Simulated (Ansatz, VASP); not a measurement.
**Cr: VASP beside Ansatz**

File POSCAR:

```
Cr
1.0
    2.8121267871      0.0000000000      0.0000000000
   -1.4060633935      2.4353732363      0.0000000000
    0.0000000000      0.0000000000      3.8206367644
Cr
2
Direct
    0.3333333333      0.6666666667      0.2500000000
    0.6666666667      0.3333333333      0.7500000000
```

Contents of INCAR.step1:

```
SYSTEM = Cr
ALGO     = Normal         ! electronic algorithm
EDIFF    = 1E-4           ! SCF threshold, eV
ENCUT    = 520            ! plane-wave cutoff, eV
GGA      = PE             ! functional
ISMEAR   = -1             ! smearing method
ISPIN    = 2              ! spin polarisation
LASPH    = .TRUE.         ! aspherical terms in the spheres
LCHARG   = .FALSE.        ! write CHGCAR
LMAXMIX  = 4              ! l up to which the mixer works
LREAL    = .FALSE.        ! projectors in reciprocal space
LWAVE    = .TRUE.         ! write WAVECAR
MAGMOM   = 3.096 -3.096   ! initial moments
NBANDS   = 23             ! bands
NELM     = 150            ! most SCF steps
PREC     = Accurate       ! precision mode
SIGMA    = 0.05           ! smearing width, eV
```

INCAR.step2

```
SYSTEM = Cr
ALGO     = Normal         ! electronic algorithm
EDIFF    = 1E-6           ! SCF threshold, eV
ENCUT    = 520            ! plane-wave cutoff, eV
ISIF     = 2              ! what is computed and relaxed
ISMEAR   = -1             ! smearing method
ISPIN    = 2              ! spin polarisation
ISTART   = 1            
LASPH    = .TRUE.         ! aspherical terms in the spheres
LCHARG   = .FALSE.        ! write CHGCAR
LMAXMIX  = 4              ! l up to which the mixer works
LMIXTAU  = .TRUE.       
LORBIT   = 11             ! projections on sites
LREAL    = .FALSE.        ! projectors in reciprocal space
LWAVE    = .FALSE.        ! write WAVECAR
MAGMOM   = 3.096 -3.096   ! initial moments
METAGGA  = R2SCAN         ! meta-GGA
NBANDS   = 23             ! bands
NELM     = 150            ! most SCF steps
PREC     = Accurate       ! precision mode
SIGMA    = 0.05           ! smearing width, eV
```

KPOINTS

```
k-points
0
G
  14 14 9
  0 0 0
```

Input for Ansatz:

```yaml
crystal:
  lattice:
    - [2.8121267871, 0.0, 0.0]
    - [-1.4060633935, 2.4353732363, 0.0]
    - [0.0, 0.0, 3.8206367644]
  atoms:
    - { symbol: Cr, position: [0.3333333333, 0.6666666667, 0.25], spin: 3.096 }
    - { symbol: Cr, position: [0.6666666667, 0.3333333333, 0.75], spin: -3.096 }
hamiltonian:
  xc: r2scan
  pseudopotentials:
    kind: paw
    azcp:
      Cr: "pseudopotentials/Cr.paw.azcp"
basis:
  ecutwfc: 500
  fft_grid_basis: typed
kpoints:
  mp_grid: { grid: [14, 14, 9], shift: [0, 0, 0] }
magnetization:
  spin_polarized: true
scf:
  occupations: { method: fermi_dirac, width: 0.05 }
  lower_state_search: "off"
output:
  stress: true
  write_density: true
  write_potential: true
  elf: true
  volumetric_format: npy
```

Alike in both runs: task single point; functional r2SCAN; k mesh 14 × 14 × 9; occupations fermi-dirac, width 0.05 eV; collinear spin.

```csv
,VASP,Ansatz
version,VASP 6.6.1,Ansatz 0.2.0
potentials or method,"VASP PAW PBE potentials, release 64 (Cr_pv), cutoff 520 eV","plane waves (500 eV) with PAW, scalar-relativistic"
valence electrons in the cell,24,28
```

Ansatz gave:

```
pressure (GPa)                                                : 10.2
traceless stress, the component that is largest in VASP (GPa) : 2.25
net moment per atom (μB)                                      : 0.00
size of the moment on the site where the two differ most (μB) : 2.61
```

Q: What did VASP give for the same quantities?

A: Pressure (GPa): 10.7; traceless stress, the component that is largest in VASP (GPa): 2.62; net moment per atom (μB): 0.00; size of the moment on the site where the two differ most (μB): 2.78.

VASP's potentials were made for PBE, not for r2SCAN. Site moments also hang on the region over which each program counts them. VASP's potentials hold 24 valence electrons a cell and Ansatz's 28, so a difference there can come from the potentials and not from the codes. Ansatz's warnings: stability check not made.
